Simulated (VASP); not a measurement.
# SiC (P6_3mc) in VASP: single point with HSE06

Aim: the single point of SiC with HSE06.

Everything below comes from runs of VASP 6.6.1. Logs are shortened: lines on timing, memory, paths and dates and some standing lists are left out, and cuts for length are marked.

### Step 1. The cell of the first run

It takes space group P6_3mc (No. 186, hexagonal). The conventional cell has a = 3.108 Å, b = 3.108 Å, c = 10.177 Å, α = 90.00°, β = 90.00°, γ = 120.00°. Si (site symmetry 3m) has 4 C at 1.90 to 1.91 Å within 2.5 Å. Si (site symmetry 3m) has 4 C at 1.90 to 1.91 Å within 2.5 Å. Within 2.5 Å of C (site symmetry 3m) lie 4 Si at 1.90 to 1.91 Å. Within 2.5 Å of C (site symmetry 3m) lie 4 Si at 1.90 to 1.91 Å.

### Step 2. Single point, HSE06 (strain +1.0%)

POSCAR

```
SiC
1.0
    3.1083305834      0.0000000000      0.0000000000
   -1.5541652917      2.6918932486      0.0000000000
    0.0000000000      0.0000000000     10.1774900139
Si C
4 4
Direct
    0.0000000000      0.0000000000     -0.0001288732
    0.3333333333      0.6666666667      0.2498916317
    0.0000000000      0.0000000000      0.4998711268
    0.6666666667      0.3333333333      0.7498916317
    0.0000000000      0.0000000000      0.1872834008
    0.3333333333      0.6666666667      0.4379538406
    0.0000000000      0.0000000000      0.6872834008
    0.6666666667      0.3333333333      0.9379538406
```

INCAR.step1

```
  ALGO = Normal
  EDIFF = 1E-5
  ENCUT = 520
  GGA = PE
  ISIF = 2
  ISMEAR = 0
  LASPH = T
  LCHARG = F
  LREAL = F
  LWAVE = T
  NBANDS = 26
  NELM = 100
  PREC = Accurate
  SIGMA = 0.01
```

INCAR.step2

```
  ALGO = Normal
  EDIFF = 1E-6
  ENCUT = 520
  GGA = PE
  HFSCREEN = 0.2079
  ISIF = 2
  ISMEAR = 0
  ISTART = 1
  LASPH = T
  LCHARG = F
  LHFCALC = T
  LREAL = F
  LWAVE = F
  NBANDS = 26
  NELM = 100
  PREC = Accurate
  PRECFOCK = Fast
  SIGMA = 0.01
```

KPOINTS

```
k-points
0
Gamma
  6 6 2
```

Potentials or basis: VASP PAW PBE potentials, release 64 (Si, C).

The run is started by

```
> cat potpaw_PBE.64/Si/POTCAR potpaw_PBE.64/C/POTCAR > POTCAR
> cp INCAR.step1 INCAR
> mpirun -np 1 vasp_std > vasp.out
> cp INCAR.step2 INCAR
> mpirun -np 1 vasp_std > vasp.out
```

OUTCAR:

```text
EDIFF = 1E-6
   ENCUT = 520
   GGA = PE
   HFSCREEN = 0.2079
   ISIF = 2
   ISMEAR = 0
   ISTART = 1
   LASPH = T
   LHFCALC = T
   LREAL = F
   NELM = 100
   PREC = Accurate
   PRECFOCK = Fast

 ion  position               nearest neighbor table
   1  0.000  0.000  1.000-   8 1.90   8 1.90   8 1.90   5 1.91   4 3.11   4 3.11   4 3.11   2 3.11
                             2 3.11   2 3.11
   2  0.333  0.667  0.250-   5 1.90   5 1.90   5 1.90   6 1.91   3 3.11   3 3.11   3 3.11   1 3.11
                             1 3.11   1 3.11
   3  0.000  0.000  0.500-   6 1.90   6 1.90   6 1.90   7 1.91   2 3.11   2 3.11   2 3.11   4 3.11
                             4 3.11   4 3.11
   4  0.667  0.333  0.750-   7 1.90   7 1.90   7 1.90   8 1.91   1 3.11   1 3.11   1 3.11   3 3.11
                             3 3.11   3 3.11
   5  0.000  0.000  0.187-   2 1.90   2 1.90   2 1.90   1 1.91
   6  0.333  0.667  0.438-   3 1.90   3 1.90   3 1.90   2 1.91
   7  0.000  0.000  0.687-   4 1.90   4 1.90   4 1.90   3 1.91
   8  0.667  0.333  0.938-   1 1.90   1 1.90   1 1.90   4 1.91

  LATTYP: Found a hexagonal cell.
 ALAT       =     3.1083305834
 C/A-ratio  =     3.2742624186

  Lattice vectors:

 A1 = (   3.1083305834,   0.0000000000,   0.0000000000)
 A2 = (  -1.5541652917,   2.6918932486,   0.0000000000)
 A3 = (   0.0000000000,   0.0000000000,  10.1774900139)

Analysis of symmetry for initial positions (statically):
=====================================================================
 Subroutine PRICEL returns:
 Original cell was already a primitive cell.

 Routine SETGRP: Setting up the symmetry group for a
 hexagonal supercell.

 Subroutine GETGRP returns: Found 12 space group operations
 (whereof  6 operations were pure point group operations)
 out of a pool of 24 trial point group operations.

The static configuration has the point symmetry C_3v.
 The point group associated with its full space group is C_6v.

Analysis of symmetry for dynamics (positions and initial velocities):
=====================================================================
 Subroutine PRICEL returns:
 Original cell was already a primitive cell.

 Routine SETGRP: Setting up the symmetry group for a
 hexagonal supercell.

 Subroutine GETGRP returns: Found 12 space group operations
 (whereof  6 operations were pure point group operations)
 out of a pool of 24 trial point group operations.

The dynamic configuration has the point symmetry C_3v.
 The point group associated with its full space group is C_6v.

 Subroutine INISYM returns: Found 12 space group operations
 (whereof  6 operations are pure point group operations),
 and found     1 'primitive' translations

----------------------------------------------------------------------------------------

                                     Primitive cell

  volume of cell :      85.1581

  direct lattice vectors                    reciprocal lattice vectors
     3.108330583  0.000000000  0.000000000     0.321716102  0.185742878  0.000000000
    -1.554165292  2.691893249  0.000000000     0.000000000  0.371485757  0.000000000
     0.000000000  0.000000000 10.177490014     0.000000000  0.000000000  0.098256053

  length of vectors
     3.108330583  3.108330583 10.177490014     0.371485757  0.371485757  0.098256053

  position of ions in fractional coordinates (direct lattice)
     0.000000000  0.000000000  0.999871127
     0.333333333  0.666666667  0.249891632
     0.000000000  0.000000000  0.499871127
     0.666666667  0.333333333  0.749891632
     0.000000000  0.000000000  0.187283401
     0.333333333  0.666666667  0.437953841
     0.000000000  0.000000000  0.687283401
     0.666666667  0.333333333  0.937953841

  ion indices of the primitive-cell ions
   primitive index   ion index
                 1           1
                 2           2
                 3           3
                 4           4
                 5           5
                 6           6
                 7           7
                 8           8

----------------------------------------------------------------------------------------

 KPOINTS: k-points

Automatic generation of k-mesh.
 Grid dimensions read from file:
 generate k-points for:    6    6    2

 Generating k-lattice:

  Cartesian coordinates                     Fractional coordinates (reciprocal lattice)
     0.053619350  0.030957146  0.000000000     0.166666667  0.000000000  0.000000000
     0.000000000  0.061914293  0.000000000     0.000000000  0.166666667  0.000000000
     0.000000000  0.000000000  0.049128027     0.000000000  0.000000000  0.500000000

  Length of vectors
     0.061914293  0.061914293  0.049128027

  Shift w.r.t. Gamma in fractional coordinates (k-lattice)
     0.000000000  0.000000000  0.000000000

 Subroutine IBZKPT returns following result:
 ===========================================

 Found     14 irreducible k-points:

 Following reciprocal coordinates:
            Coordinates               Weight
  0.000000  0.000000  0.000000      1.000000
  0.166667 -0.000000  0.000000      6.000000
  0.333333 -0.000000  0.000000      6.000000
  0.500000  0.000000  0.000000      3.000000
  0.166667  0.166667  0.000000      6.000000
  0.333333  0.166667  0.000000     12.000000
  0.333333  0.333333  0.000000      2.000000
  0.000000  0.000000  0.500000      1.000000
  0.166667 -0.000000  0.500000      6.000000
  0.333333 -0.000000  0.500000      6.000000
  0.500000  0.000000  0.500000      3.000000
  0.166667  0.166667  0.500000      6.000000
  0.333333  0.166667  0.500000     12.000000
  0.333333  0.333333  0.500000      2.000000
   k-points           NKPTS =     14   k-points in BZ     NKDIM =     72   number of bands    NBANDS=     26
   number of dos      NEDOS =    301   number of ions     NIONS =      8
   total plane-waves  NPLWV =  46080
   dimension x,y,z NGX =    24 NGY =   24 NGZ =   80
   dimension x,y,z NGXF=    48 NGYF=   48 NGZF=  160
   ions per type =               4   4
   NGX,Y,Z   is equivalent  to a cutoff of  12.84, 12.84, 13.07 a.u.
   NGXF,Y,Z  is equivalent  to a cutoff of  25.67, 25.67, 26.14 a.u.
 SYSTEM =  unknown system
   PREC   = accura    normal or accurate (medium, high low for compatibility)
   ISTART =      1    job   : 0-new  1-cont  2-samecut
   ICHARG =      0    charge: 1-file 2-atom 10-const
   ISPIN  =      1    spin polarized calculation?
   LNONCOLLINEAR =      F non collinear calculations
   LSORBIT =      F    spin-orbit coupling
   LASPH  =      T    aspherical Exc in radial PAW
   ENCUT  =  520.0 eV  38.22 Ry    6.18 a.u.   5.78  5.78 18.92*2*pi/ulx,y,z
   NELM   =    100;   NELMIN=  2; NELMDL=  0     # of ELM steps
   EDIFF  = 0.1E-05   stopping-criterion for ELM
   LREAL  =      F    real-space projection
   EDIFFG = 0.1E-04   stopping-criterion for IOM
   NSW    =      0    number of steps for IOM
   IBRION =     -1    ionic relax: 0-MD 1-quasi-New 2-CG
   NFREE  =      0    steps in history (QN), initial steepest desc. (CG)
   ISIF   =      2    stress and relaxation
   ISYM   =      3    0-nonsym 1-usesym 2-fastsym
   POTIM  = 0.5000    time-step for ionic-motion
   TEBEG  =    0.0;   TEEND  =   0.0 temperature during run
   PSTRESS=    0.0 pullay stress
   NELECT =      32.0000    total number of electrons
   NUPDOWN=      -1.0000    fix difference up-down
   EMIN   =  10.00;   EMAX   =-10.00  energy-range for DOS
   EFERMI =   0.00;   METHOD = LEGACY
   ISMEAR =     0;   SIGMA  =   0.01  broadening in eV -4-tet -1-fermi 0-gaus
   EFERMI_NEDOS =   21; number of points for ismear=-14 and -15
   IALGO  =     38    algorithm
   IMIX   =      1    mixing-type and parameters
     AMIX     =   0.40;   BMIX     =  1.00
     AMIX_MAG =   1.60;   BMIX_MAG =  1.00
  volume/ion in A,a.u.               =      10.64        71.83
  Fermi-wavevector in a.u.,A,eV,Ry     =   1.181362  2.232450 18.988504  1.395616
  Thomas-Fermi vector in A             =   2.317637
   LORBIT       =      0    0 simple, 1 ext, 2 COOP (PROOUT), +10 PAW based schemes
   GGA     = PE    functional components
   LHFCALC =     T    Hartree Fock is set to
   PRECFOCK=fast      Normal, Fast or Accurate (Low or Medium for compatibility)
   ENCUT4O =  -1.0   cutoff for four orbital integrals eV
   NKREDX  =     1    reduce k-point grid by
   NKREDY  =     1    reduce k-point grid by
   NKREDZ  =     1    reduce k-point grid by
   AEXX    =    0.2500 exact exchange contribution
   HFSCREEN=    0.2079 screening length (either q_TF or 0.3 A-1)
   HFSCREENC=   0.2079 screening length for correlation (either q_TF or 0.3 A-1)
   ENCUTFOCK=  -1.0 apply spherical cutoff to Coloumb kernel
   IVDW    =     0    specifies the selected vdW correction
   LEPSILON=     F    determine dielectric tensor
   LRPA    =     F    only Hartree local field effects (RPA)
 non-spin polarized calculation
 Gauss-broadening in eV      SIGMA  =   0.01
  energy-cutoff  :      520.00
  volume of cell :       85.16
 maximum number of plane-waves:      2316
 NGX is ok and might be reduce to    24
  NGX = 14; NGY = 14; NGZ = 48

 number of electron      32.0000001 magnetization

 Free energy of the ion-electron system (eV)
  ---------------------------------------------------
  ext. energy  EPLUGINS =         0.00000000
  ---------------------------------------------------
  free energy    TOTEN  =       -69.61015772 eV

  energy without entropy =      -69.61015772  energy(sigma->0) =      -69.61015772

 E-fermi :   7.3623     XC(G=0):  -9.2585

 val. band max:        7.2614593093   @ k =   0.0000   0.0000   0.0000
 cond. band min:      10.3896315903   @ k =   0.5000   0.0000   0.0000
 fundamental gap:      3.1281722810
 Fermi energy:         7.3623170088

 k-point     1 :       0.0000    0.0000    0.0000
  band No.  band energies     occupation
      1      -9.5770      2.00000
      2      -8.3254      2.00000
      3      -8.2920      2.00000
      4      -5.8403      2.00000
      5      -2.0077      2.00000
      6       2.5140      2.00000
[... 18 lines left out ...]
     25      15.7204      0.00000
     26      16.4629      0.00000

 k-point     2 :       0.1667   -0.0000    0.0000
  band No.  band energies     occupation
      1      -9.0676      2.00000
      2      -7.8344      2.00000
      3      -7.7985      2.00000
      4      -5.4179      2.00000
      5      -1.5453      2.00000
      6       2.5090      2.00000
[... 18 lines left out ...]
     25      16.3922      0.00000
     26      16.5542      0.00000

 k-point     3 :       0.3333   -0.0000    0.0000
  band No.  band energies     occupation
      1      -7.6103      2.00000
      2      -6.4720      2.00000
      3      -6.4213      2.00000
      4      -4.4319      2.00000
      5      -0.7290      2.00000
      6       0.0659      2.00000
[... 18 lines left out ...]
     25      17.1249      0.00000
     26      17.4535      0.00000

 k-point     4 :       0.5000    0.0000    0.0000
  band No.  band energies     occupation
      1      -5.9839      2.00000
      2      -5.4073      2.00000
      3      -5.1622      2.00000
      4      -4.3780      2.00000
      5      -1.9456      2.00000
      6      -1.6367      2.00000
[... 18 lines left out ...]
     25      17.1832      0.00000
     26      18.6862      0.00000
[... 206 lines left out ...]
      1      -7.7702      2.00000
      2      -7.7702      2.00000
      3      -5.5685      2.00000
      4      -5.5685      2.00000
      5       0.1960      2.00000
      6       0.1960      2.00000
[... 18 lines left out ...]
     25      17.0759      0.00000
     26      17.0761      0.00000

 k-point    13 :       0.3333    0.1667    0.5000
  band No.  band energies     occupation
      1      -6.0589      2.00000
      2      -6.0589      2.00000
      3      -4.5282      2.00000
      4      -4.5282      2.00000
      5      -1.0332      2.00000
      6      -1.0332      2.00000
[... 18 lines left out ...]
     25      17.1946      0.00000
     26      17.1946      0.00000

 k-point    14 :       0.3333    0.3333    0.5000
  band No.  band energies     occupation
      1      -4.7443      2.00000
      2      -4.7443      2.00000
      3      -4.6701      2.00000
      4      -4.6701      2.00000
      5      -0.6968      2.00000
      6      -0.6968      2.00000
[... 18 lines left out ...]
     25      18.8438      0.00000
     26      18.8439      0.00000

------------------------ aborting loop because EDIFF is reached ----------------------------------------

  FORCE on cell =-STRESS in cart. coord.  units (eV):
  Direction    XX          YY          ZZ          XY          YZ          ZX
  --------------------------------------------------------------------------------------
  -------------------------------------------------------------------------------------
  Total       -4.1868310     -4.1868310     -4.2934849      0.0000000      0.0000000      0.0000000
  in kB      -78.7717138    -78.7717138    -80.7783171      0.0000000      0.0000000      0.0000000
  external PRESSURE =     -79.4405816 kB  Pullay stress =       0.0000000 kB

 VOLUME and BASIS-vectors are now :
 -----------------------------------------------------------------------------
  energy-cutoff  :      520.00
  volume of cell :       85.16
      direct lattice vectors                 reciprocal lattice vectors
     3.108330583  0.000000000  0.000000000     0.321716102  0.185742878  0.000000000
    -1.554165292  2.691893249  0.000000000     0.000000000  0.371485757  0.000000000
     0.000000000  0.000000000 10.177490014     0.000000000  0.000000000  0.098256053

 POSITION                                       TOTAL-FORCE (eV/Angst)
 -----------------------------------------------------------------------------------
      0.00000      0.00000     10.17618         0.000000     -0.000000     -0.014267
     -0.00000      1.79460      2.54327         0.000000     -0.000000     -0.009602
      0.00000      0.00000      5.08743        -0.000000     -0.000000     -0.014267
      1.55417      0.89730      7.63201         0.000000     -0.000000     -0.009602
      0.00000      0.00000      1.90607        -0.000000      0.000000      0.012216
     -0.00000      1.79460      4.45727        -0.000000      0.000000      0.011653
      0.00000      0.00000      6.99482         0.000000     -0.000000      0.012216
      1.55417      0.89730      9.54602         0.000000     -0.000000      0.011653
 -----------------------------------------------------------------------------------
    total drift:                                0.000000      0.000001      0.000472

  FREE ENERGIE OF THE ION-ELECTRON SYSTEM (eV)
  ---------------------------------------------------
  free  energy   TOTEN  =       -69.6101577169 eV

  energy  without entropy=      -69.6101577169  energy(sigma->0) =      -69.61015772
```

It took 40 min on 1 thread of Intel Xeon Platinum 8259CL at 2.50GHz (Skylake/Cascade Lake), shared host; peak memory 0.33 GiB.

What came out:

| Quantity | Value |
| --- | --- |
| Free energy | -69.6102 eV |
| Pressure | -7.9 GPa |
| Largest force | 0.014 eV/Å |
| Band gap on the k mesh | 3.13 eV (least direct gap 4.36 eV) |

Forces in eV/Å, atoms in the order of the input:
```
Si   0.000  0.000 -0.014
Si   0.000  0.000 -0.010
Si   0.000  0.000 -0.014
Si   0.000  0.000 -0.010
C    0.000  0.000  0.012
C    0.000  0.000  0.012
C    0.000  0.000  0.012
C    0.000  0.000  0.012
```

Stress tensor (GPa, compression positive):
```
-7.88  0.00  0.00
 0.00 -7.88  0.00
 0.00  0.00 -8.08
```

Caveat: the cell differs from its parent crystal (strain +1.0%); the cell stands under tension; the PAW data sets were made with another functional, which shifts forces and pressure a little.
